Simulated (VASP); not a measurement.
# AgO2 (I4/mcm) in VASP: relaxation of cell and atoms with PBE

Aim: the relaxation of cell and atoms of AgO2 with PBE.

All numbers are computed with VASP 6.6.1; they aren't measurements. Logs are shortened: lines on timing, memory, paths and dates and some standing lists are left out, and cuts for length are marked.

## Step 1: The cell of the first run

The structure is tetragonal, space group I4/mcm (No. 140). The conventional cell has a = 4.916 Å, b = 4.916 Å, c = 6.005 Å, α = 90.00°, β = 90.00°, γ = 90.00°. Within 3.5 Å of Ag (site symmetry 422) lie 16 O at 2.53 to 3.33 Å and 6 Ag at 3.00 to 3.48 Å. O (site symmetry m2m) has 1 O at 1.36 Å within 1.8 Å.

The cell was generated, and may not be a known phase.

## Step 2: Relaxation of cell and atoms, PBE

File INCAR:

```
SYSTEM = AgO2
PREC = Accurate ; ENCUT = 600
EDIFF = 1E-6 ; ISMEAR = 0
SIGMA = 0.1 ; LREAL = .FALSE.
LASPH = .TRUE. ; NELM = 100
ALGO = Normal ; ISIF = 3
LWAVE = .FALSE. ; LCHARG = .FALSE.
GGA = PE ; IBRION = 2
NSW = 100 ; EDIFFG = -0.01
```

File KPOINTS:

```
Automatic mesh
0
G
  10 10 10
  0 0 0
```

File POSCAR:

```
AgO2
1.0
   -2.4579732224      2.4579732224      3.0022806633
    2.4579732224     -2.4579732224      3.0022806633
    2.4579732224      2.4579732224     -3.0022806633
Ag O
2 4
Direct
    0.2500000000      0.2500000000      0.0000000000
    0.7500000000      0.7500000000      0.0000000000
    0.5976688495      0.0976688495      0.6953376990
    0.0976688495      0.4023311505      0.5000000000
    0.4023311505      0.9023311505      0.3046623010
    0.9023311505      0.5976688495      0.5000000000
```

Potentials or basis: VASP PAW PBE potentials, release 64 (Ag, O).

The run is started by

```sh
$ cat potpaw_PBE.64/Ag/POTCAR potpaw_PBE.64/O/POTCAR > POTCAR
$ mpirun -np 1 vasp_std > vasp.out
```

OUTCAR:

```text
SYSTEM = AgO2
   PREC = Accurate
   ENCUT = 600
   EDIFF = 1E-6
   ISMEAR = 0
   LREAL = .FALSE.
   LASPH = .TRUE.
   NELM = 100
   ISIF = 3
   GGA = PE
   IBRION = 2
   NSW = 100
   EDIFFG = -0.01

 ion  position               nearest neighbor table
   1  0.250  0.250  0.000-   5 2.53   3 2.53   4 2.53   4 2.53   6 2.53   6 2.53   5 2.53   3 2.53
                             2 3.00   2 3.00   2 3.48   2 3.48   2 3.48   2 3.48
   2  0.750  0.750  0.000-   5 2.53   3 2.53   6 2.53   6 2.53   4 2.53   4 2.53   3 2.53   5 2.53
                             1 3.00   1 3.00   1 3.48   1 3.48   1 3.48   1 3.48
   3  0.598  0.098  0.695-   5 1.36   2 2.53   1 2.53   2 2.53   1 2.53
   4  0.098  0.402  0.500-   6 1.36   1 2.53   2 2.53   1 2.53   2 2.53
   5  0.402  0.902  0.305-   3 1.36   1 2.53   2 2.53   2 2.53   1 2.53
   6  0.902  0.598  0.500-   4 1.36   2 2.53   1 2.53   2 2.53   1 2.53

  LATTYP: Found a body centered tetragonal cell.
 ALAT       =     4.9159464448
 C/A-ratio  =     1.2214456349

  Lattice vectors:

 A1 = (  -2.4579732224,   2.4579732224,   3.0022806633)
 A2 = (   2.4579732224,  -2.4579732224,   3.0022806633)
 A3 = (   2.4579732224,   2.4579732224,  -3.0022806633)

Analysis of symmetry for initial positions (statically):
=====================================================================
 Subroutine PRICEL returns:
 Original cell was already a primitive cell.

 Routine SETGRP: Setting up the symmetry group for a
 body centered tetragonal supercell.

 Subroutine GETGRP returns: Found 16 space group operations
 (whereof  8 operations were pure point group operations)
 out of a pool of 16 trial point group operations.

The static configuration has the point symmetry C_4h.
 The point group associated with its full space group is D_4h.

Analysis of symmetry for dynamics (positions and initial velocities):
=====================================================================
 Subroutine PRICEL returns:
 Original cell was already a primitive cell.

 Routine SETGRP: Setting up the symmetry group for a
 body centered tetragonal supercell.

 Subroutine GETGRP returns: Found 16 space group operations
 (whereof  8 operations were pure point group operations)
 out of a pool of 16 trial point group operations.

The dynamic configuration has the point symmetry C_4h.
 The point group associated with its full space group is D_4h.

 Subroutine INISYM returns: Found 16 space group operations
 (whereof  8 operations are pure point group operations),
 and found     1 'primitive' translations

----------------------------------------------------------------------------------------

                                     Primitive cell

  volume of cell :      72.5547

  direct lattice vectors                    reciprocal lattice vectors
    -2.457973222  2.457973222  3.002280663     0.000000000  0.203419629  0.166540059
     2.457973222 -2.457973222  3.002280663     0.203419629  0.000000000  0.166540059
     2.457973222  2.457973222 -3.002280663     0.203419629  0.203419629  0.000000000

  length of vectors
     4.593142052  4.593142052  4.593142052     0.262897578  0.262897578  0.287678798

  position of ions in fractional coordinates (direct lattice)
     0.250000000  0.250000000  0.000000000
     0.750000000  0.750000000  0.000000000
     0.597668850  0.097668850  0.695337699
     0.097668850  0.402331150  0.500000000
     0.402331150  0.902331150  0.304662301
     0.902331150  0.597668850  0.500000000

  ion indices of the primitive-cell ions
   primitive index   ion index
                 1           1
                 2           2
                 3           3
                 4           4
                 5           5
                 6           6

----------------------------------------------------------------------------------------

 KPOINTS: Automatic mesh

Automatic generation of k-mesh.
 Grid dimensions read from file:
 generate k-points for:   10   10   10

 Generating k-lattice:

  Cartesian coordinates                     Fractional coordinates (reciprocal lattice)
     0.000000000  0.020341963  0.016654006     0.100000000 -0.000000000  0.000000000
     0.020341963  0.000000000  0.016654006    -0.000000000  0.100000000  0.000000000
     0.020341963  0.020341963  0.000000000     0.000000000  0.000000000  0.100000000

  Length of vectors
     0.026289758  0.026289758  0.028767880

  Shift w.r.t. Gamma in fractional coordinates (k-lattice)
     0.000000000  0.000000000  0.000000000

 Subroutine IBZKPT returns following result:
 ===========================================

 Found    102 irreducible k-points:

 Following reciprocal coordinates:
            Coordinates               Weight
  0.000000  0.000000  0.000000      1.000000
  0.100000  0.000000 -0.000000      8.000000
  0.200000  0.000000 -0.000000      8.000000
  0.300000  0.000000 -0.000000      8.000000
  0.400000  0.000000 -0.000000      8.000000
  0.500000  0.000000 -0.000000      4.000000
[... 16 lines left out ...]
  0.300000  0.300000 -0.000000      8.000000
  0.400000  0.300000 -0.000000     16.000000
 [... further k-points ...]
   k-points           NKPTS =    102   k-points in BZ     NKDIM =    102   number of bands    NBANDS=     27
   number of dos      NEDOS =    301   number of ions     NIONS =      6
   total plane-waves  NPLWV =  64000
   dimension x,y,z NGX =    40 NGY =   40 NGZ =   40
   dimension x,y,z NGXF=    80 NGYF=   80 NGZF=   80
   ions per type =               2   4
   NGX,Y,Z   is equivalent  to a cutoff of  14.48, 14.48, 14.48 a.u.
   NGXF,Y,Z  is equivalent  to a cutoff of  28.96, 28.96, 28.96 a.u.
 SYSTEM =  AgO2
   PREC   = accura    normal or accurate (medium, high low for compatibility)
   ISTART =      0    job   : 0-new  1-cont  2-samecut
   ICHARG =      2    charge: 1-file 2-atom 10-const
   ISPIN  =      1    spin polarized calculation?
   LNONCOLLINEAR =      F non collinear calculations
   LSORBIT =      F    spin-orbit coupling
   LASPH  =      T    aspherical Exc in radial PAW
   ENCUT  =  600.0 eV  44.10 Ry    6.64 a.u.   9.17  9.17  9.17*2*pi/ulx,y,z
   NELM   =    100;   NELMIN=  2; NELMDL= -5     # of ELM steps
   EDIFF  = 0.1E-05   stopping-criterion for ELM
   LREAL  =      F    real-space projection
   EDIFFG = -.1E-01   stopping-criterion for IOM
   NSW    =    100    number of steps for IOM
   IBRION =      2    ionic relax: 0-MD 1-quasi-New 2-CG
   NFREE  =      1    steps in history (QN), initial steepest desc. (CG)
   ISIF   =      3    stress and relaxation
   ISYM   =      2    0-nonsym 1-usesym 2-fastsym
   POTIM  = 0.5000    time-step for ionic-motion
   TEBEG  =    0.0;   TEEND  =   0.0 temperature during run
   PSTRESS=    0.0 pullay stress
   NELECT =      46.0000    total number of electrons
   NUPDOWN=      -1.0000    fix difference up-down
   EMIN   =  10.00;   EMAX   =-10.00  energy-range for DOS
   EFERMI =   0.00;   METHOD = LEGACY
   ISMEAR =     0;   SIGMA  =   0.10  broadening in eV -4-tet -1-fermi 0-gaus
   EFERMI_NEDOS =   21; number of points for ismear=-14 and -15
   IALGO  =     38    algorithm
   IMIX   =      4    mixing-type and parameters
     AMIX     =   0.40;   BMIX     =  1.00
     AMIX_MAG =   1.60;   BMIX_MAG =  1.00
  volume/ion in A,a.u.               =      12.09        81.60
  Fermi-wavevector in a.u.,A,eV,Ry     =   1.406389  2.657691 26.911387  1.977931
  Thomas-Fermi vector in A             =   2.528755
   LORBIT       =      0    0 simple, 1 ext, 2 COOP (PROOUT), +10 PAW based schemes
   GGA     = PE    functional components
   LHFCALC =     F    Hartree Fock is set to
   AEXX    =    0.0000 exact exchange contribution
   IVDW    =     0    specifies the selected vdW correction
   LEPSILON=     F    determine dielectric tensor
   LRPA    =     F    only Hartree local field effects (RPA)
 conjugate gradient relaxation of ions
 non-spin polarized calculation
 Gauss-broadening in eV      SIGMA  =   0.10
  energy-cutoff  :      600.00
  volume of cell :       72.55
 maximum number of plane-waves:      2438
 NGX is ok and might be reduce to    40
   NGX = 19   NGY = 19   NGZ = 19

--------------------------------------- Ionic step        1  -------------------------------------------

 number of electron      45.9999999 magnetization

 Free energy of the ion-electron system (eV)
  ---------------------------------------------------
  ext. energy  EPLUGINS =         0.00000000
  ---------------------------------------------------
  free energy    TOTEN  =       -24.33407920 eV

  energy without entropy =      -24.30265861  energy(sigma->0) =      -24.31836891

------------------------ aborting loop because EDIFF is reached ----------------------------------------

  FORCE on cell =-STRESS in cart. coord.  units (eV):
  Direction    XX          YY          ZZ          XY          YZ          ZX
  --------------------------------------------------------------------------------------
  -------------------------------------------------------------------------------------
  Total        0.1280524      0.1280524      0.0540490      0.0000000      0.0000000     -0.0000000
  in kB        2.8276953      2.8276953      1.1935286      0.0000000      0.0000000     -0.0000000
  external PRESSURE =       2.2829731 kB  Pullay stress =       0.0000000 kB
[... 305 lines left out ...]
  energy  without entropy=      -24.3089165666  energy(sigma->0) =      -24.32478102

--------------------------------------- Ionic step        9  -------------------------------------------

 number of electron      46.0000004 magnetization

 Free energy of the ion-electron system (eV)
  ---------------------------------------------------
  ext. energy  EPLUGINS =         0.00000000
  ---------------------------------------------------
  free energy    TOTEN  =       -24.34089457 eV

  energy without entropy =      -24.30927008  energy(sigma->0) =      -24.32508233

 E-fermi :   4.5417     XC(G=0): -11.2023

 val. band max:        4.5398586604   @ k =  -0.1000   0.4000   0.1000
 cond. band min:       4.5417594753   @ k =  -0.3000   0.4000   0.1000
 fundamental gap:      0.0019008149
 Fermi energy:         4.5416968859

 k-point     1 :       0.0000    0.0000    0.0000
  band No.  band energies     occupation
      1     -18.7985      2.00000
      2     -18.3003      2.00000
      3     -10.3156      2.00000
      4     -10.3156      2.00000
      5      -3.2538      2.00000
      6      -2.4438      2.00000
[... 709 lines left out ...]
     26       8.7032      0.00000
     27      10.7101      0.00000

 [... further k-points ...]

------------------------ aborting loop because EDIFF is reached ----------------------------------------

  FORCE on cell =-STRESS in cart. coord.  units (eV):
  Direction    XX          YY          ZZ          XY          YZ          ZX
  --------------------------------------------------------------------------------------
  -------------------------------------------------------------------------------------
  Total       -0.0288445     -0.0288445     -0.0212081      0.0000000     -0.0000000     -0.0000000
  in kB       -0.6406359     -0.6406359     -0.4710316      0.0000000     -0.0000000     -0.0000000
  external PRESSURE =      -0.5841011 kB  Pullay stress =       0.0000000 kB
[... 21 lines left out ...]
  FREE ENERGIE OF THE ION-ELECTRON SYSTEM (eV)
  ---------------------------------------------------
  free  energy   TOTEN  =       -24.3408945747 eV

  energy  without entropy=      -24.3092700813  energy(sigma->0) =      -24.32508233

 reached required accuracy - stopping structural energy minimisation
```

It took 9.4 min on 1 thread of Intel Xeon 6975P-C (Granite Rapids), shared host; peak memory 0.38 GiB.

Results:

```
Free energy                           : -24.3409 eV
Relaxed volume                        : 12.02 Å³/atom
Relaxed cell                          : a = 4.591 Å, b = 4.591 Å, c = 4.591 Å, α = 115.77°, β = 115.77°, γ = 97.50°
Space group after relaxing (to 0.1 Å) : I4/mcm (No. 140)
Energy gained by relaxing             : 1.1 meV/atom
Ionic steps                           : 9
Pressure after relaxing               : -0.1 GPa
Band gap on the k mesh                : zero (bands 23 and 24 overlap by 0.31 eV)
```

The path:
```tsv
step	energy change (eV)	largest force (eV/Å)	pressure (GPa)	volume (Å³)
1	0.0000	0.3470	0.23	72.55
2	0.0122	0.6321	-2.08	72.74
3	-0.0037	0.0110	-0.57	72.61
4	-0.0053	0.0023	-0.16	72.24
5	-0.0058	0.0045	0.17	71.91
6	-0.0062	0.0106	0.15	71.96
7	-0.0067	0.0480	0.08	72.10
8	-0.0066	0.0795	-0.28	72.20
9	-0.0068	0.0006	-0.06	72.14
```

Final structure:
```
CELL_PARAMETERS angstrom
-2.44073 2.44073 3.02734
2.44073 -2.44073 3.02734
2.44073 2.44073 -3.02734
ATOMIC_POSITIONS crystal
Ag 0.25000 0.25000 0.00000
Ag 0.75000 0.75000 0.00000
O 0.59922 0.09922 0.69843
O 0.09922 0.40078 0.50000
O 0.40078 0.90078 0.30157
O 0.90078 0.59922 0.50000
```
